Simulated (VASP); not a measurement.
# TaN (Fm-3m) in VASP: further runs

The runs below take TaN through single point, relaxation of cell and atoms, with r2SCAN.

Everything below comes from runs of VASP 6.6.1. Logs are shortened: lines on timing, memory, paths and dates and some standing lists are left out, and cuts for length are marked.

## Step 1: The cell of the first run

Symmetry: Fm-3m, No. 225, cubic system. Conventional cell: a = 4.397 Å, b = 4.397 Å, c = 4.397 Å, α = 90.00°, β = 90.00°, γ = 90.00°. Ta (site symmetry m-3m) has 6 N at 2.20 Å within 2.9 Å. N (site symmetry m-3m) has 6 Ta at 2.20 Å within 2.9 Å.

## Step 2: Single point, r2SCAN

Input file POSCAR:

```
TaN
1.0
    0.0000000000      2.1982663151      2.1982663151
    2.1982663151      0.0000000000      2.1982663151
    2.1982663151      2.1982663151      0.0000000000
Ta N
1 1
Direct
    0.5000000000      0.5000000000      0.5000000000
    0.0000000000      0.0000000000      0.0000000000
```

Input file INCAR.step1:

```
SYSTEM = TaN
PREC = Accurate
ENCUT = 520
ISMEAR = 0
SIGMA = 0.1
LREAL = .FALSE.
LASPH = .TRUE.
NELM = 80
NBANDS = 15
GGA = PE
ALGO = Normal
EDIFF = 1E-4
LWAVE = .TRUE.
LCHARG = .FALSE.
```

Input file INCAR.step2:

```
SYSTEM = TaN
PREC = Accurate
ENCUT = 520
EDIFF = 1E-6
ISMEAR = 0
SIGMA = 0.1
LREAL = .FALSE.
LASPH = .TRUE.
NELM = 80
ALGO = Normal
ISIF = 2
LWAVE = .FALSE.
LCHARG = .FALSE.
METAGGA = R2SCAN
LMIXTAU = .TRUE.
NBANDS = 15
ISTART = 1
```

Input file KPOINTS:

```
regular mesh
0
G
  16 16 16
  0 0 0
```

Potentials or basis: VASP PAW PBE potentials, release 64 (Ta_pv, N).

The run is started by

```sh
> cat potpaw_PBE.64/Ta_pv/POTCAR potpaw_PBE.64/N/POTCAR > POTCAR
> cp INCAR.step1 INCAR
> mpirun -np 1 vasp_std > vasp.out
> cp INCAR.step2 INCAR
> mpirun -np 1 vasp_std > vasp.out
```

OUTCAR:

```text
SYSTEM = TaN
   PREC = Accurate
   ENCUT = 520
   EDIFF = 1E-6
   ISMEAR = 0
   LREAL = .FALSE.
   LASPH = .TRUE.
   NELM = 80
   ISIF = 2
   METAGGA = R2SCAN
   ISTART = 1

 ion  position               nearest neighbor table
   1  0.500  0.500  0.500-   2 2.20   2 2.20   2 2.20   2 2.20   2 2.20   2 2.20
   2  0.000  0.000  0.000-   1 2.20   1 2.20   1 2.20   1 2.20   1 2.20   1 2.20

  LATTYP: Found a face centered cubic cell.
 ALAT       =     4.3965326302

  Lattice vectors:

 A1 = (   0.0000000000,   2.1982663151,   2.1982663151)
 A2 = (   2.1982663151,   0.0000000000,   2.1982663151)
 A3 = (   2.1982663151,   2.1982663151,   0.0000000000)

Analysis of symmetry for initial positions (statically):
=====================================================================
 Subroutine PRICEL returns:
 Original cell was already a primitive cell.

 Routine SETGRP: Setting up the symmetry group for a
 face centered cubic supercell.

 Subroutine GETGRP returns: Found 48 space group operations
 (whereof 48 operations were pure point group operations)
 out of a pool of 48 trial point group operations.

The static configuration has the point symmetry O_h .

Analysis of symmetry for dynamics (positions and initial velocities):
=====================================================================
 Subroutine PRICEL returns:
 Original cell was already a primitive cell.

 Routine SETGRP: Setting up the symmetry group for a
 face centered cubic supercell.

 Subroutine GETGRP returns: Found 48 space group operations
 (whereof 48 operations were pure point group operations)
 out of a pool of 48 trial point group operations.

The dynamic configuration has the point symmetry O_h .

 Subroutine INISYM returns: Found 48 space group operations
 (whereof 48 operations are pure point group operations),
 and found     1 'primitive' translations

----------------------------------------------------------------------------------------

                                     Primitive cell

  volume of cell :      21.2457

  direct lattice vectors                    reciprocal lattice vectors
     0.000000000  2.198266315  2.198266315    -0.227451968  0.227451968  0.227451968
     2.198266315  0.000000000  2.198266315     0.227451968 -0.227451968  0.227451968
     2.198266315  2.198266315  0.000000000     0.227451968  0.227451968 -0.227451968

  length of vectors
     3.108818037  3.108818037  3.108818037     0.393958365  0.393958365  0.393958365

  position of ions in fractional coordinates (direct lattice)
     0.500000000  0.500000000  0.500000000
     0.000000000  0.000000000  0.000000000

  ion indices of the primitive-cell ions
   primitive index   ion index
                 1           1
                 2           2

----------------------------------------------------------------------------------------

 KPOINTS: regular mesh

Automatic generation of k-mesh.
 Grid dimensions read from file:
 generate k-points for:   16   16   16

 Generating k-lattice:

  Cartesian coordinates                     Fractional coordinates (reciprocal lattice)
    -0.014215748  0.014215748  0.014215748     0.062500000  0.000000000  0.000000000
     0.014215748 -0.014215748  0.014215748     0.000000000  0.062500000  0.000000000
     0.014215748  0.014215748 -0.014215748     0.000000000  0.000000000  0.062500000

  Length of vectors
     0.024622398  0.024622398  0.024622398

  Shift w.r.t. Gamma in fractional coordinates (k-lattice)
     0.000000000  0.000000000  0.000000000

 Subroutine IBZKPT returns following result:
 ===========================================

 Found    145 irreducible k-points:

 Following reciprocal coordinates:
            Coordinates               Weight
  0.000000  0.000000  0.000000      1.000000
  0.062500  0.000000  0.000000      8.000000
  0.125000  0.000000  0.000000      8.000000
  0.187500  0.000000  0.000000      8.000000
  0.250000  0.000000  0.000000      8.000000
  0.312500  0.000000  0.000000      8.000000
[... 16 lines left out ...]
 -0.125000  0.062500  0.000000     24.000000
 -0.062500  0.062500  0.000000     12.000000
 [... further k-points ...]
   k-points           NKPTS =    145   k-points in BZ     NKDIM =    145   number of bands    NBANDS=     15
   number of dos      NEDOS =    301   number of ions     NIONS =      2
   total plane-waves  NPLWV =  13824
   dimension x,y,z NGX =    24 NGY =   24 NGZ =   24
   dimension x,y,z NGXF=    48 NGYF=   48 NGZF=   48
   ions per type =               1   1
   NGX,Y,Z   is equivalent  to a cutoff of  12.83, 12.83, 12.83 a.u.
   NGXF,Y,Z  is equivalent  to a cutoff of  25.67, 25.67, 25.67 a.u.
 SYSTEM =  TaN
   PREC   = accura    normal or accurate (medium, high low for compatibility)
   ISTART =      1    job   : 0-new  1-cont  2-samecut
   ICHARG =      0    charge: 1-file 2-atom 10-const
   ISPIN  =      1    spin polarized calculation?
   LNONCOLLINEAR =      F non collinear calculations
   LSORBIT =      F    spin-orbit coupling
   LASPH  =      T    aspherical Exc in radial PAW
   ENCUT  =  520.0 eV  38.22 Ry    6.18 a.u.   5.78  5.78  5.78*2*pi/ulx,y,z
   NELM   =     80;   NELMIN=  2; NELMDL=  0     # of ELM steps
   EDIFF  = 0.1E-05   stopping-criterion for ELM
   LREAL  =      F    real-space projection
   EDIFFG = 0.1E-04   stopping-criterion for IOM
   NSW    =      0    number of steps for IOM
   IBRION =     -1    ionic relax: 0-MD 1-quasi-New 2-CG
   NFREE  =      0    steps in history (QN), initial steepest desc. (CG)
   ISIF   =      2    stress and relaxation
   ISYM   =      2    0-nonsym 1-usesym 2-fastsym
   POTIM  = 0.5000    time-step for ionic-motion
   TEBEG  =    0.0;   TEEND  =   0.0 temperature during run
   PSTRESS=    0.0 pullay stress
   NELECT =      16.0000    total number of electrons
   NUPDOWN=      -1.0000    fix difference up-down
   EMIN   =  10.00;   EMAX   =-10.00  energy-range for DOS
   EFERMI =   0.00;   METHOD = LEGACY
   ISMEAR =     0;   SIGMA  =   0.10  broadening in eV -4-tet -1-fermi 0-gaus
   EFERMI_NEDOS =   21; number of points for ismear=-14 and -15
   IALGO  =     38    algorithm
   IMIX   =      4    mixing-type and parameters
     AMIX     =   0.40;   BMIX     =  1.00
     AMIX_MAG =   1.60;   BMIX_MAG =  1.00
  volume/ion in A,a.u.               =      10.62        71.69
  Fermi-wavevector in a.u.,A,eV,Ry     =   1.489445  2.814643 30.183803  2.218447
  Thomas-Fermi vector in A             =   2.602353
   LORBIT       =      0    0 simple, 1 ext, 2 COOP (PROOUT), +10 PAW based schemes
   METAGGA = R2SCAN    functional components
   LHFCALC =     F    Hartree Fock is set to
   AEXX    =    0.0000 exact exchange contribution
   IVDW    =     0    specifies the selected vdW correction
   LEPSILON=     F    determine dielectric tensor
   LRPA    =     F    only Hartree local field effects (RPA)
 non-spin polarized calculation
 Gauss-broadening in eV      SIGMA  =   0.10
  energy-cutoff  :      520.00
  volume of cell :       21.25
 maximum number of plane-waves:       588
   NGX = 11   NGY = 11   NGZ = 11

 number of electron      16.0000002 magnetization

 Free energy of the ion-electron system (eV)
  ---------------------------------------------------
  ext. energy  EPLUGINS =         0.00000000
  ---------------------------------------------------
  free energy    TOTEN  =       -59.62447106 eV

  energy without entropy =      -59.61897050  energy(sigma->0) =      -59.62172078

 E-fermi :   9.6178     XC(G=0): -14.4604

 val. band max:        9.6050225584   @ k =  -0.3125   0.3750   0.1875
 cond. band min:       9.6186023061   @ k =  -0.3125   0.3125   0.1250
 fundamental gap:      0.0135797477
 Fermi energy:         9.6177644026

 k-point     1 :       0.0000    0.0000    0.0000
  band No.  band energies     occupation
      1     -27.5247      2.00000
      2     -27.5247      2.00000
      3     -27.5247      2.00000
      4     -10.4003      2.00000
      5       5.4726      2.00000
      6       5.4726      2.00000
      7       5.4726      2.00000
      8       7.4532      2.00000
      9       7.4532      2.00000
     10       7.4532      2.00000
     11       9.7543      0.05355
     12       9.7543      0.05355
     13      11.4106      0.00000
     14      19.1816      0.00000
     15      19.6130      0.00000

 k-point     2 :       0.0625    0.0000    0.0000
  band No.  band energies     occupation
      1     -27.5611      2.00000
      2     -27.5279      2.00000
      3     -27.5279      2.00000
      4     -10.3041      2.00000
      5       4.9647      2.00000
      6       5.1356      2.00000
      7       5.1356      2.00000
      8       7.6124      2.00000
      9       7.6124      2.00000
     10       7.6752      2.00000
     11      10.1485      0.00000
     12      10.1485      0.00000
     13      11.7094      0.00000
     14      19.1815      0.00000
     15      19.9124      0.00000

 k-point     3 :       0.1250    0.0000    0.0000
  band No.  band energies     occupation
      1     -27.6635      2.00000
      2     -27.5369      2.00000
      3     -27.5369      2.00000
      4     -10.0260      2.00000
      5       3.9067      2.00000
      6       4.4216      2.00000
      7       4.4216      2.00000
      8       7.9909      2.00000
      9       7.9909      2.00000
     10       8.0255      2.00000
     11      11.1213      0.00000
     12      11.1213      0.00000
     13      12.4771      0.00000
     14      19.1814      0.00000
     15      20.7373      0.00000

 k-point     4 :       0.1875    0.0000    0.0000
  band No.  band energies     occupation
      1     -27.8130      2.00000
      2     -27.5504      2.00000
      3     -27.5504      2.00000
      4      -9.5968      2.00000
      5       2.7120      2.00000
      6       3.6514      2.00000
      7       3.6514      2.00000
      8       8.3887      2.00000
      9       8.5320      2.00000
     10       8.5320      2.00000
     11      12.3694      0.00000
     12      12.3694      0.00000
     13      13.4492      0.00000
     14      19.1812      0.00000
     15      21.8299      0.00000
[... 307 lines left out ...]
 k-point    22 :      -0.1875    0.0625    0.0000
  band No.  band energies     occupation
      1     -27.8751      2.00000
      2     -27.5896      2.00000
      3     -27.5440      2.00000
      4      -9.3737      2.00000
      5       2.1409      2.00000
      6       3.1524      2.00000
      7       3.6471      2.00000
      8       8.4497      2.00000
      9       8.4558      2.00000
     10       9.4583      1.97584
     11      11.8651      0.00000
     12      13.5744      0.00000
     13      14.1652      0.00000
     14      19.1810      0.00000
     15      22.3446      0.00000

 k-point    23 :      -0.1250    0.0625    0.0000
  band No.  band energies     occupation
      1     -27.7229      2.00000
      2     -27.5689      2.00000
      3     -27.5323      2.00000
      4      -9.8270      2.00000
      5       3.2327      2.00000
      6       3.8549      2.00000
      7       4.3501      2.00000
      8       7.9365      2.00000
      9       8.1425      2.00000
     10       8.7713      2.00000
     11      10.8022      0.00000
     12      12.2527      0.00000
     13      13.1603      0.00000
     14      19.1813      0.00000
     15      21.3142      0.00000

 k-point    24 :      -0.0625    0.0625    0.0000
  band No.  band energies     occupation
      1     -27.6115      2.00000
      2     -27.5473      2.00000
      3     -27.5266      2.00000
      4     -10.1492      2.00000
      5       4.2518      2.00000
      6       4.5817      2.00000
      7       4.9399      2.00000
      8       7.6328      2.00000
      9       7.8331      2.00000
     10       8.1713      2.00000
     11      10.1861      0.00000
     12      11.0528      0.00000
     13      12.2363      0.00000
     14      19.1814      0.00000
     15      20.3872      0.00000

 [... further k-points ...]
[... 5 lines left out ...]
  --------------------------------------------------------------------------------------
  -------------------------------------------------------------------------------------
  Total        0.2577223      0.2577223      0.2577223     -0.0000000     -0.0000000     -0.0000000
  in kB       19.4353189     19.4353189     19.4353189     -0.0000000     -0.0000000     -0.0000000
  external PRESSURE =      19.4353189 kB  Pullay stress =       0.0000000 kB

 VOLUME and BASIS-vectors are now :
 -----------------------------------------------------------------------------
  energy-cutoff  :      520.00
  volume of cell :       21.25
      direct lattice vectors                 reciprocal lattice vectors
     0.000000000  2.198266315  2.198266315    -0.227451968  0.227451968  0.227451968
     2.198266315  0.000000000  2.198266315     0.227451968 -0.227451968  0.227451968
     2.198266315  2.198266315  0.000000000     0.227451968  0.227451968 -0.227451968

 POSITION                                       TOTAL-FORCE (eV/Angst)
 -----------------------------------------------------------------------------------
      2.19827      2.19827      2.19827        -0.000000      0.000000      0.000000
      0.00000      0.00000      0.00000         0.000000      0.000000     -0.000000
 -----------------------------------------------------------------------------------
    total drift:                                0.000000     -0.000000     -0.000000

  FREE ENERGIE OF THE ION-ELECTRON SYSTEM (eV)
  ---------------------------------------------------
  free  energy   TOTEN  =       -59.6244710574 eV

  energy  without entropy=      -59.6189705030  energy(sigma->0) =      -59.62172078
```

Wall time 46 s (1 thread of Intel Xeon 6975P-C (Granite Rapids), shared host); peak memory 0.18 GiB.

What came out:

| Property | Result |
| --- | --- |
| Free energy | -59.6245 eV |
| Pressure | 1.9 GPa |
| Band gap on the k mesh | zero (band 8 reaches 11.55 eV, above the bottom of band 9 at 7.45 eV) |

Caveat: the PAW data sets were made with another functional, which shifts forces and pressure a little; spin-orbit coupling is left out, which moves the levels of the heavy elements.

## Step 3: Relaxation of cell and atoms, r2SCAN

This run uses another cell than the first one, of 10.35 Å³/atom, 0.974 times its volume.

Input file POSCAR:

```
TaN
1.0
    0.0000000000      2.1790000000      2.1790000000
    2.1790000000      0.0000000000      2.1790000000
    2.1790000000      2.1790000000      0.0000000000
Ta N
1 1
Direct
    0.5000000000      0.5000000000      0.5000000000
    0.0000000000      0.0000000000      0.0000000000
```

Input file INCAR.step1:

```
PREC = Accurate ; ENCUT = 600
ISMEAR = 0 ; SIGMA = 0.1
LREAL = F ; LASPH = T
NELM = 80 ; GGA = PE
ALGO = Normal ; EDIFF = 1E-4
LWAVE = T ; LCHARG = F
```

Input file INCAR.step2:

```
PREC = Accurate ; ENCUT = 600
EDIFF = 1E-6 ; ISMEAR = 0
SIGMA = 0.1 ; LREAL = F
LASPH = T ; NELM = 80
ALGO = Normal ; ISIF = 3
LWAVE = F ; LCHARG = F
METAGGA = R2SCAN ; LMIXTAU = T
IBRION = 2 ; NSW = 100
EDIFFG = -0.05 ; ISTART = 1
```

Input file KPOINTS:

```
regular mesh
0
Gamma
  8 8 8
```

Potentials or basis: VASP PAW PBE potentials, release 64 (Ta_pv, N).

The run is started by

```sh
> cat potpaw_PBE.64/Ta_pv/POTCAR potpaw_PBE.64/N/POTCAR > POTCAR
> cp INCAR.step1 INCAR
> mpirun -np 1 vasp_std > vasp.out
> cp INCAR.step2 INCAR
> mpirun -np 1 vasp_std > vasp.out
```

Wall time 70 s (1 thread of Intel Xeon 6975P-C (Granite Rapids), shared host); peak memory 0.18 GiB.

The run converged. Its results:

```yaml
Free_energy: -59.6033 eV
Relaxed_volume: 10.70 Å³/atom
Relaxed_cell: a = 3.116 Å, b = 3.116 Å, c = 3.116 Å, α = 60.00°, β = 60.00°, γ = 60.00°
Space_group_after_relaxing_to_0.05_Å: Fm-3m (No. 225)
Energy_gained_by_relaxing: 12.5 meV/atom
Ionic_steps: 3
Pressure_after_relaxing: -0.3 GPa
Band_gap_on_the_k_mesh: zero (band 8 reaches 11.45 eV, above the bottom of band 9 at 7.39 eV)
```

The path:
```csv
step,energy change (eV),largest force (eV/Å),pressure (GPa),volume (Å³)
1,0.0000,0.0000,12.18,20.69
2,0.1126,0.0000,-23.27,23.14
3,-0.0250,0.0000,-0.33,21.39
```

Final structure:
```
CELL_PARAMETERS angstrom
0.00000 2.20336 2.20336
2.20336 0.00000 2.20336
2.20336 2.20336 0.00000
ATOMIC_POSITIONS crystal
Ta 0.50000 0.50000 0.50000
N 0.00000 0.00000 0.00000
```

Levels at points of the mesh, in eV from the Fermi level:
```csv
k point,band 4,band 5,band 6,band 7,band 8,band 9,band 10,band 11,band 12
"(0.00, 0.00, 0.00)",-20.02,-4.18,-4.18,-4.18,-2.21,-2.21,-2.21,0.08,0.08
"(0.50, 0.00, 0.00)",-17.05,-10.83,-8.01,-8.01,1.85,1.85,2.00,4.02,7.71
"(0.50, 0.50, 0.00)",-18.79,-7.13,-5.63,-5.04,-5.04,2.14,3.46,3.46,4.60
```

Caveat: the PAW data sets were made with another functional, which shifts forces and pressure a little; spin-orbit coupling is left out, which moves the levels of the heavy elements.

## Step 4: Single point, r2SCAN

This run uses another cell than the first one, of 10.35 Å³/atom, 0.974 times its volume.

POSCAR is that of step 3.

Input file INCAR.step1:

```
SYSTEM = TaN
PREC = Accurate ; ENCUT = 520
ISMEAR = 0 ; SIGMA = 0.1
LREAL = .FALSE. ; LASPH = .TRUE.
NELM = 80 ; NBANDS = 15
GGA = PE ; ALGO = Normal
EDIFF = 1E-4 ; LWAVE = .TRUE.
LCHARG = .FALSE.
```

Input file INCAR.step2:

```
SYSTEM = TaN
PREC = Accurate ; ENCUT = 520
EDIFF = 1E-6 ; ISMEAR = 0
SIGMA = 0.1 ; LREAL = .FALSE.
LASPH = .TRUE. ; NELM = 80
ALGO = Normal ; ISIF = 2
LWAVE = .FALSE. ; LCHARG = .FALSE.
METAGGA = R2SCAN ; LMIXTAU = .TRUE.
NBANDS = 15 ; ISTART = 1
```

Input file KPOINTS:

```
regular mesh
0
G
  8 8 8
  0 0 0
```

The run is started by

```sh
> cat potpaw_PBE.64/Ta_pv/POTCAR potpaw_PBE.64/N/POTCAR > POTCAR
> cp INCAR.step1 INCAR
> mpirun -np 1 vasp_std > vasp.out
> cp INCAR.step2 INCAR
> mpirun -np 1 vasp_std > vasp.out
```

Run time: 19 s. Hardware: 1 thread of Intel Xeon 6975P-C (Granite Rapids), shared host; peak memory 0.14 GiB.

It converged, with:

| Property | Result |
| --- | --- |
| Free energy | -59.5775 eV |
| Pressure | 12.1 GPa |
| Band gap on the k mesh | zero (band 8 reaches 11.94 eV, above the bottom of band 9 at 7.68 eV) |

Levels at points of the mesh, in eV from the Fermi level:
```tsv
k point	band 4	band 5	band 6	band 7	band 8	band 9	band 10	band 11	band 12	band 13
(0.00, 0.00, 0.00)	-20.30	-4.28	-4.28	-4.28	-2.30	-2.30	-2.30	0.08	0.08	1.98
(0.50, 0.00, 0.00)	-17.12	-11.12	-8.26	-8.26	1.96	1.96	2.11	4.13	8.07	8.07
(0.50, 0.50, 0.00)	-19.07	-7.20	-5.87	-5.13	-5.13	2.25	3.65	3.65	4.96	7.65
```

Caveat: the PAW data sets were made with another functional, which shifts forces and pressure a little; spin-orbit coupling is left out, which moves the levels of the heavy elements.

(Continued in part 2 of 2.)
